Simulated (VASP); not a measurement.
# Tl in VASP: a series of runs

Aim: see how the results for Tl move with the level of theory and the settings. Levels: PBEsol, PBE+D3(BJ), PBE, r2SCANh+D3(BJ). Tasks: single point.

All numbers are computed with VASP 6.6.1; they aren't measurements. Logs are shortened: lines on timing, memory, paths and dates and some standing lists are left out, and cuts for length are marked.

### Step 1. The cell of the first run

Symmetry: P6_3/mmc, No. 194, hexagonal system. Conventional cell: a = 3.456 Å, b = 3.456 Å, c = 5.525 Å, α = 90.00°, β = 90.00°, γ = 120.00°. Within 4.5 Å of Tl (site symmetry -6m2) lie 12 Tl at 3.41 to 3.46 Å.

### Step 2. Single point, PBEsol

File INCAR:

```
PREC = Accurate ; ENCUT = 520
EDIFF = 1E-6 ; ISMEAR = 0
SIGMA = 0.005 ; LREAL = False
LASPH = True ; NELM = 80
ALGO = Fast ; ISIF = 2
LWAVE = False ; LCHARG = False
GGA = PS ; NBANDS = 20
```

File KPOINTS:

```
Automatic mesh
0
Gamma
  7 7 4
```

File POSCAR:

```
Tl
1.0
    3.4560000000      0.0000000000      0.0000000000
   -1.7280000000      2.9929837955      0.0000000000
    0.0000000000      0.0000000000      5.5250000000
Tl
2
Direct
    0.6666666667      0.3333333333      0.7500000000
    0.3333333333      0.6666666667      0.2500000000
```

Potentials or basis: VASP PAW PBE potentials, release 64 (Tl_d).

Run with:

```bash
> cat potpaw_PBE.64/Tl_d/POTCAR > POTCAR
> mpirun -np 1 vasp_std > vasp.out
```

OUTCAR:

```text
PREC = Accurate
   ENCUT = 520
   EDIFF = 1E-6
   ISMEAR = 0
   LREAL = False
   LASPH = True
   NELM = 80
   ISIF = 2
   GGA = PS

 ion  position               nearest neighbor table
   1  0.667  0.333  0.750-   2 3.41   2 3.41   2 3.41   2 3.41   2 3.41   2 3.41
   2  0.333  0.667  0.250-   1 3.41   1 3.41   1 3.41   1 3.41   1 3.41   1 3.41

  LATTYP: Found a hexagonal cell.
 ALAT       =     3.4560000000
 C/A-ratio  =     1.5986689815

  Lattice vectors:

 A1 = (   3.4560000000,   0.0000000000,   0.0000000000)
 A2 = (  -1.7280000000,   2.9929837955,   0.0000000000)
 A3 = (   0.0000000000,   0.0000000000,   5.5250000000)

Analysis of symmetry for initial positions (statically):
=====================================================================
 Subroutine PRICEL returns:
 Original cell was already a primitive cell.

 Routine SETGRP: Setting up the symmetry group for a
 hexagonal supercell.

 Subroutine GETGRP returns: Found 24 space group operations
 (whereof 12 operations were pure point group operations)
 out of a pool of 24 trial point group operations.

The static configuration has the point symmetry D_3d.
 The point group associated with its full space group is D_6h.

Analysis of symmetry for dynamics (positions and initial velocities):
=====================================================================
 Subroutine PRICEL returns:
 Original cell was already a primitive cell.

 Routine SETGRP: Setting up the symmetry group for a
 hexagonal supercell.

 Subroutine GETGRP returns: Found 24 space group operations
 (whereof 12 operations were pure point group operations)
 out of a pool of 24 trial point group operations.

The dynamic configuration has the point symmetry D_3d.
 The point group associated with its full space group is D_6h.

 Subroutine INISYM returns: Found 24 space group operations
 (whereof 12 operations are pure point group operations),
 and found     1 'primitive' translations

----------------------------------------------------------------------------------------

                                     Primitive cell

  volume of cell :      57.1492

  direct lattice vectors                    reciprocal lattice vectors
     3.456000000  0.000000000  0.000000000     0.289351852  0.167057370  0.000000000
    -1.728000000  2.992983795  0.000000000     0.000000000  0.334114739  0.000000000
     0.000000000  0.000000000  5.525000000     0.000000000  0.000000000  0.180995475

  length of vectors
     3.456000000  3.456000000  5.525000000     0.334114739  0.334114739  0.180995475

  position of ions in fractional coordinates (direct lattice)
     0.666666667  0.333333333  0.750000000
     0.333333333  0.666666667  0.250000000

  ion indices of the primitive-cell ions
   primitive index   ion index
                 1           1
                 2           2

----------------------------------------------------------------------------------------

 KPOINTS: Automatic mesh

Automatic generation of k-mesh.
 Grid dimensions read from file:
 generate k-points for:    7    7    4

 Generating k-lattice:

  Cartesian coordinates                     Fractional coordinates (reciprocal lattice)
     0.041335979  0.023865339  0.000000000     0.142857143 -0.000000000  0.000000000
     0.000000000  0.047730677  0.000000000     0.000000000  0.142857143  0.000000000
     0.000000000  0.000000000  0.045248869     0.000000000  0.000000000  0.250000000

  Length of vectors
     0.047730677  0.047730677  0.045248869

  Shift w.r.t. Gamma in fractional coordinates (k-lattice)
     0.000000000  0.000000000  0.000000000

 Subroutine IBZKPT returns following result:
 ===========================================

 Found     24 irreducible k-points:

 Following reciprocal coordinates:
            Coordinates               Weight
  0.000000  0.000000  0.000000      1.000000
  0.142857  0.000000  0.000000      6.000000
  0.285714  0.000000  0.000000      6.000000
  0.428571  0.000000  0.000000      6.000000
  0.142857  0.142857  0.000000      6.000000
  0.285714  0.142857  0.000000     12.000000
[... 16 lines left out ...]
  0.428571  0.142857  0.500000      6.000000
  0.285714  0.285714  0.500000      6.000000
   k-points           NKPTS =     24   k-points in BZ     NKDIM =     24   number of bands    NBANDS=     20
   number of dos      NEDOS =    301   number of ions     NIONS =      2
   total plane-waves  NPLWV =  32928
   dimension x,y,z NGX =    28 NGY =   28 NGZ =   42
   dimension x,y,z NGXF=    56 NGYF=   56 NGZF=   84
   ions per type =               2
   NGX,Y,Z   is equivalent  to a cutoff of  13.47, 13.47, 12.64 a.u.
   NGXF,Y,Z  is equivalent  to a cutoff of  26.94, 26.94, 25.28 a.u.
 SYSTEM =  unknown system
   PREC   = accura    normal or accurate (medium, high low for compatibility)
   ISTART =      0    job   : 0-new  1-cont  2-samecut
   ICHARG =      2    charge: 1-file 2-atom 10-const
   ISPIN  =      1    spin polarized calculation?
   LNONCOLLINEAR =      F non collinear calculations
   LSORBIT =      F    spin-orbit coupling
   LASPH  =      T    aspherical Exc in radial PAW
   ENCUT  =  520.0 eV  38.22 Ry    6.18 a.u.   6.43  6.43 10.27*2*pi/ulx,y,z
   NELM   =     80;   NELMIN=  2; NELMDL= -5     # of ELM steps
   EDIFF  = 0.1E-05   stopping-criterion for ELM
   LREAL  =      F    real-space projection
   EDIFFG = 0.1E-04   stopping-criterion for IOM
   NSW    =      0    number of steps for IOM
   IBRION =     -1    ionic relax: 0-MD 1-quasi-New 2-CG
   NFREE  =      0    steps in history (QN), initial steepest desc. (CG)
   ISIF   =      2    stress and relaxation
   ISYM   =      2    0-nonsym 1-usesym 2-fastsym
   POTIM  = 0.5000    time-step for ionic-motion
   TEBEG  =    0.0;   TEEND  =   0.0 temperature during run
   PSTRESS=    0.0 pullay stress
   NELECT =      26.0000    total number of electrons
   NUPDOWN=      -1.0000    fix difference up-down
   EMIN   =  10.00;   EMAX   =-10.00  energy-range for DOS
   EFERMI =   0.00;   METHOD = LEGACY
   ISMEAR =     0;   SIGMA  =   0.01  broadening in eV -4-tet -1-fermi 0-gaus
   EFERMI_NEDOS =   21; number of points for ismear=-14 and -15
   IALGO  =     68    algorithm
   IMIX   =      4    mixing-type and parameters
     AMIX     =   0.40;   BMIX     =  1.00
     AMIX_MAG =   1.60;   BMIX_MAG =  1.00
  volume/ion in A,a.u.               =      28.57       192.83
  Fermi-wavevector in a.u.,A,eV,Ry     =   1.259107  2.379366 21.569987  1.585349
  Thomas-Fermi vector in A             =   2.392683
   LORBIT       =      0    0 simple, 1 ext, 2 COOP (PROOUT), +10 PAW based schemes
   GGA     = PS    functional components
   LHFCALC =     F    Hartree Fock is set to
   AEXX    =    0.0000 exact exchange contribution
   IVDW    =     0    specifies the selected vdW correction
   LEPSILON=     F    determine dielectric tensor
   LRPA    =     F    only Hartree local field effects (RPA)
 non-spin polarized calculation
 RMM-DIIS sequential band-by-band and
 Gauss-broadening in eV      SIGMA  =   0.01
  energy-cutoff  :      520.00
  volume of cell :       57.15
 maximum number of plane-waves:      1557
 NGX is ok and might be reduce to    28
   NGX = 13   NGY = 13   NGZ = 21

 number of electron      26.0000004 magnetization

 Free energy of the ion-electron system (eV)
  ---------------------------------------------------
  ext. energy  EPLUGINS =         0.00000000
  ---------------------------------------------------
  free energy    TOTEN  =        -5.18623956 eV

  energy without entropy =       -5.18616215  energy(sigma->0) =       -5.18620085

 E-fermi :   6.4345     XC(G=0): -10.3718

 val. band max:        6.4214648315   @ k =   0.4286   0.0000   0.2500
 cond. band min:       6.4406076361   @ k =   0.2857   0.1429   0.5000
 fundamental gap:      0.0191428046
 Fermi energy:         6.4344875606

 k-point     1 :       0.0000    0.0000    0.0000
  band No.  band energies     occupation
      1      -5.3677      2.00000
      2      -5.1393      2.00000
      3      -5.0917      2.00000
      4      -5.0917      2.00000
      5      -5.0375      2.00000
      6      -5.0375      2.00000
[... 12 lines left out ...]
     19      17.1941      0.00000
     20      17.2974      0.00000

 k-point     2 :       0.1429    0.0000    0.0000
  band No.  band energies     occupation
      1      -5.3172      2.00000
      2      -5.1710      2.00000
      3      -5.0580      2.00000
      4      -5.0485      2.00000
      5      -5.0347      2.00000
      6      -5.0173      2.00000
[... 12 lines left out ...]
     19      16.8704      0.00000
     20      18.3705      0.00000

 k-point     3 :       0.2857    0.0000    0.0000
  band No.  band energies     occupation
      1      -5.3768      2.00000
      2      -5.1889      2.00000
      3      -5.1655      2.00000
      4      -5.1087      2.00000
      5      -5.0313      2.00000
      6      -4.8628      2.00000
[... 12 lines left out ...]
     19      15.7349      0.00000
     20      17.0451      0.00000

 k-point     4 :       0.4286    0.0000    0.0000
  band No.  band energies     occupation
      1      -5.4606      2.00000
      2      -5.3159      2.00000
      3      -5.2266      2.00000
      4      -5.1616      2.00000
      5      -4.9471      2.00000
      6      -4.9340      2.00000
[... 12 lines left out ...]
     19      14.7557      0.00000
     20      16.2534      0.00000

 k-point     5 :       0.1429    0.1429    0.0000
  band No.  band energies     occupation
      1      -5.2621      2.00000
      2      -5.2247      2.00000
      3      -5.1420      2.00000
      4      -5.0948      2.00000
      5      -5.0143      2.00000
      6      -4.9609      2.00000
[... 12 lines left out ...]
     19      16.3519      0.00000
     20      17.3188      0.00000
[... 353 lines left out ...]
      6      -4.9945      2.00000
[... 12 lines left out ...]
     19      17.6247      0.00000
     20      17.6247      0.00000

 k-point    22 :       0.2857    0.1429    0.5000
  band No.  band energies     occupation
      1      -5.3102      2.00000
      2      -5.3102      2.00000
      3      -5.1615      2.00000
      4      -5.1615      2.00000
      5      -4.9390      2.00000
      6      -4.9390      2.00000
[... 12 lines left out ...]
     19      17.5541      0.00000
     20      17.5543      0.00000

 k-point    23 :       0.4286    0.1429    0.5000
  band No.  band energies     occupation
      1      -5.3301      2.00000
      2      -5.3301      2.00000
      3      -5.2156      2.00000
      4      -5.2156      2.00000
      5      -4.9482      2.00000
      6      -4.9482      2.00000
[... 12 lines left out ...]
     19      16.7893      0.00000
     20      16.7896      0.00000

 k-point    24 :       0.2857    0.2857    0.5000
  band No.  band energies     occupation
      1      -5.3027      2.00000
      2      -5.3027      2.00000
      3      -5.0659      2.00000
      4      -5.0659      2.00000
      5      -4.9673      2.00000
      6      -4.9673      2.00000
[... 12 lines left out ...]
     19      17.5554      0.00000
     20      17.5556      0.00000

------------------------ aborting loop because EDIFF is reached ----------------------------------------

  FORCE on cell =-STRESS in cart. coord.  units (eV):
  Direction    XX          YY          ZZ          XY          YZ          ZX
  --------------------------------------------------------------------------------------
  -------------------------------------------------------------------------------------
  Total       -0.3502280     -0.3502280      0.6625326      0.0000000      0.0000000      0.0000000
  in kB       -9.8186346     -9.8186346     18.5740851      0.0000000      0.0000000      0.0000000
  external PRESSURE =      -0.3543947 kB  Pullay stress =       0.0000000 kB

 VOLUME and BASIS-vectors are now :
 -----------------------------------------------------------------------------
  energy-cutoff  :      520.00
  volume of cell :       57.15
      direct lattice vectors                 reciprocal lattice vectors
     3.456000000  0.000000000  0.000000000     0.289351852  0.167057370  0.000000000
    -1.728000000  2.992983795  0.000000000     0.000000000  0.334114739  0.000000000
     0.000000000  0.000000000  5.525000000     0.000000000  0.000000000  0.180995475

 POSITION                                       TOTAL-FORCE (eV/Angst)
 -----------------------------------------------------------------------------------
      1.72800      0.99766      4.14375         0.000000     -0.000000      0.000000
     -0.00000      1.99532      1.38125        -0.000000      0.000000      0.000000
 -----------------------------------------------------------------------------------
    total drift:                               -0.000000      0.000000     -0.000000

  FREE ENERGIE OF THE ION-ELECTRON SYSTEM (eV)
  ---------------------------------------------------
  free  energy   TOTEN  =        -5.1862395568 eV

  energy  without entropy=       -5.1861621493  energy(sigma->0) =       -5.18620085
```

Run time: 35 s. Hardware: 1 thread of Intel Xeon 8259CL, shared host; peak memory 0.18 GiB.

What came out:

```yaml
Free_energy: -5.1862 eV
Pressure: 0.0 GPa
Band_gap_on_the_k_mesh: zero (bands 13 and 14 overlap by 5.43 eV)
```

Levels at points of the mesh, in eV from the Fermi level:
| k point | band 9 | band 10 | band 11 | band 12 | band 13 | band 14 | band 15 | band 16 | band 17 | band 18 |
| --- | --- | --- | --- | --- | --- | --- | --- | --- | --- | --- |
| (0.00, 0.00, 0.00) | -11.09 | -11.09 | -10.12 | -5.16 | -2.93 | 7.92 | 7.92 | 10.02 | 10.02 | 10.23 |
| (0.00, 0.00, 0.50) | -11.20 | -11.20 | -8.68 | -8.68 | 3.29 | 3.29 | 8.91 | 8.91 | 8.91 | 8.91 |

Caveat: the PAW data sets were made with another functional, which shifts forces and pressure a little; spin-orbit coupling is left out, which moves the levels of the heavy elements.

### Step 3. Single point, PBE+D3(BJ), non-collinear spin, typed start

This run uses another cell than the first one, of 29.15 Å³/atom.

File INCAR:

```
SYSTEM = Tl
  PREC = Accurate
  ENCUT = 500
  EDIFF = 1E-6
  ISMEAR = 1
  SIGMA = 0.05
  LREAL = .FALSE.
  LASPH = .TRUE.
  NELM = 200
  ALGO = Normal
  ISIF = 2
  LWAVE = .FALSE.
  LCHARG = .FALSE.
  LNONCOLLINEAR = .TRUE.
  MAGMOM = 0.289 0.289 0.289 -0.144 -0.144 -0.144
  LORBIT = 11
  GGA = PE
  IVDW = 12
  NBANDS = 38
  GGA_COMPAT = .FALSE.
```

File KPOINTS:

```
Automatic mesh
0
G
  9 9 5
  0 0 0
```

File POSCAR:

```
Tl
1.0
    3.4788880842      0.0000000000      0.0000000000
   -1.7394440421      3.0128054579      0.0000000000
    0.0000000000      0.0000000000      5.5615904703
Tl
2
Direct
    0.6666666667      0.3333333333      0.7500000000
    0.3333333333      0.6666666667      0.2500000000
```

Potentials or basis: VASP PAW PBE potentials, release 64 (Tl_d).

Run with:

```bash
> cat potpaw_PBE.64/Tl_d/POTCAR > POTCAR
> mpirun -np 1 vasp_ncl > vasp.out
```

OUTCAR:

```text
SYSTEM = Tl
   PREC = Accurate
   ENCUT = 500
   EDIFF = 1E-6
   ISMEAR = 1
   LREAL = .FALSE.
   LASPH = .TRUE.
   NELM = 200
   ISIF = 2
   LNONCOLLINEAR = .TRUE.
   LORBIT = 11
   GGA = PE
   IVDW = 12
 IVDW          = 12

 ion  position               nearest neighbor table
   1  0.667  0.333  0.750-   2 3.43   2 3.43   2 3.43   2 3.43   2 3.43   2 3.43
   2  0.333  0.667  0.250-   1 3.43   1 3.43   1 3.43   1 3.43   1 3.43   1 3.43

  LATTYP: Found a hexagonal cell.
 ALAT       =     3.4788880842
 C/A-ratio  =     1.5986689815

  Lattice vectors:

 A1 = (   3.4788880842,   0.0000000000,   0.0000000000)
 A2 = (  -1.7394440421,   3.0128054579,   0.0000000000)
 A3 = (   0.0000000000,   0.0000000000,   5.5615904703)

Analysis of symmetry for initial positions (statically):
[... 1210 lines left out ...]
    total drift:                                0.000000      0.000000     -0.000000

  FREE ENERGIE OF THE ION-ELECTRON SYSTEM (eV)
  ---------------------------------------------------
  free  energy   TOTEN  =        -5.0684053158 eV

  energy  without entropy=       -5.0681568042  energy(sigma->0) =       -5.06832248

 total charge

# of ion       s       p       d       tot
------------------------------------------
    1        1.189   0.384   9.638  11.211
    2        1.189   0.384   9.638  11.211
--------------------------------------------------
tot          2.377   0.768  19.277  22.421

 magnetization (x)

# of ion       s       p       d       tot
------------------------------------------
    1        0.000   0.000   0.000   0.000
    2        0.000   0.000   0.000   0.000
--------------------------------------------------
tot          0.000   0.000   0.000   0.000

 magnetization (y)

# of ion       s       p       d       tot
------------------------------------------
    1        0.000   0.000   0.000   0.000
    2        0.000   0.000   0.000   0.000
--------------------------------------------------
tot          0.000   0.000   0.000   0.000

 magnetization (z)

# of ion       s       p       d       tot
------------------------------------------
    1        0.000   0.000   0.000   0.000
    2        0.000   0.000   0.000   0.000
--------------------------------------------------
tot          0.000   0.000   0.000   0.000
```

OSZICAR:

```text
N       E                     dE             d eps       ncg     rms          rms(c)
DAV:   1     0.148018595619E+03    0.14802E+03   -0.13495E+04 30852   0.126E+03
DAV:   2    -0.509230184363E+00   -0.14853E+03   -0.14456E+03 33826   0.305E+02
DAV:   3    -0.438333173568E+01   -0.38741E+01   -0.38416E+01 34842   0.420E+01
DAV:   4    -0.441122433239E+01   -0.27893E-01   -0.27880E-01 33118   0.375E+00
DAV:   5    -0.441165755866E+01   -0.43323E-03   -0.43321E-03 34176   0.470E-01    0.368E+00
DAV:   6    -0.439364888260E+01    0.18009E-01   -0.99480E-02 33262   0.316E+00    0.217E+00
DAV:   7    -0.439784606368E+01   -0.41972E-02   -0.35569E-02 33376   0.124E+00    0.136E+00
DAV:   8    -0.439675437546E+01    0.10917E-02   -0.11231E-02 34344   0.708E-01    0.439E-01
DAV:   9    -0.439643878778E+01    0.31559E-03   -0.13662E-03 32862   0.322E-01    0.126E-01
DAV:  10    -0.439636461632E+01    0.74171E-04   -0.47662E-04 34184   0.168E-01    0.178E-02
DAV:  11    -0.439637438431E+01   -0.97680E-05   -0.21642E-05 32488   0.310E-02    0.941E-03
DAV:  12    -0.439637679868E+01   -0.24144E-05   -0.15548E-06 27680   0.908E-03    0.518E-03
DAV:  13    -0.439637833646E+01   -0.15378E-05   -0.15019E-06 28250   0.968E-03    0.116E-03
DAV:  14    -0.439637844926E+01   -0.11280E-06   -0.79472E-08 17112   0.217E-03
   1 F= -.50684053E+01 E0= -.50683225E+01  d E =-.248512E-03  mag=     0.0002     0.0002     0.0002
```

stdout:

```text
POSCAR found type information on POSCAR Tl
 POSCAR found :  1 types and       2 ions
 scaLAPACK will be used
 LDA part: xc-table for (Slater+PW92), standard interpolation
 POSCAR, INCAR and KPOINTS ok, starting setup
 FFT: planning ... GRIDC
 FFT: planning ... GRID_SOFT
 FFT: planning ... GRID
 WAVECAR not read
 entering main loop
```

It took 12 min on 1 thread of AMD EPYC 9R45 (Zen 5), shared host; peak memory 1.1 GiB.

What came out:

- Free energy: -5.0684 eV
- Pressure: 0.6 GPa
- Band gap on the k mesh: zero (bands 26 and 27 overlap by 3.57 eV)
- Net moment: 0.00 μB per cell
- Valence electrons inside the program's atomic spheres: Tl 11.21
- Dispersion energy per atom: -0.336 eV

Stress tensor (GPa, compression positive):
```
0.39 0.00 0.00
0.00 0.39 0.00
0.00 0.00 1.14
```

Moments on the atoms (μB; x, y, z):
```
Tl  0.00 0.00 0.00
Tl  0.00 0.00 0.00
```

Caveat: spin-orbit coupling is left out, which moves the levels of the heavy elements.

(Continued in part 2 of 2.)

The gap in the log of VASP goes by the Fermi energy; the results here count the filled bands.